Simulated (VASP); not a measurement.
Input of a VASP 6.6.1 run:

File INCAR:

```
SYSTEM = NaHF2
PREC = Accurate
ENCUT = 520
EDIFF = 1E-8
ISMEAR = -1
SIGMA = 0.02
LREAL = .FALSE.
LASPH = .TRUE.
NELM = 60
ALGO = Normal
ISIF = 2
LWAVE = .FALSE.
LCHARG = .FALSE.
GGA = CA
LEFG = .TRUE.
NBANDS = 19
```

Contents of KPOINTS:

```
regular mesh
0
G
  10 10 10
  0 0 0
```

Contents of POSCAR:

```
NaHF2
1.0
    1.7284452171      0.9979183114      4.5924819918
   -1.7284452171      0.9979183114      4.5924819918
    0.0000000000     -1.9958366228      4.5924819918
Na H F
1 1 2
Direct
    0.0000000000      0.0000000000      0.0000000000
    0.5000000000      0.5000000000      0.5000000000
    0.4100000000      0.4100000000      0.4100000000
    0.5900000000      0.5900000000      0.5900000000
```

Potentials or basis: VASP PAW LDA potentials, release 64 (Na_pv, H, F).

Launch:

```bash
$ cat potpaw_LDA.64/Na_pv/POTCAR potpaw_LDA.64/H/POTCAR potpaw_LDA.64/F/POTCAR > POTCAR
$ mpirun -np 1 vasp_std > vasp.out
```

(1) What does it give for the largest force?

(2) Predict the pressure.

(3) Estimate the band gap on the k mesh.

Results:

(1) 1.995 eV/Å.

(2) -6.4 GPa.

(3) 6.38 eV (least direct gap 6.66 eV).

Caveat: the cell differs from its parent crystal (zz strain of -1 %); the stress differs along the axes, from -16 to -1 GPa; without QUAD_EFG the Cq values of the log hold for a quadrupole moment of 1 mb, not for the nuclei; forces of over 1 eV/Å act on the atoms, so gaps and moduli don't describe the material at rest.
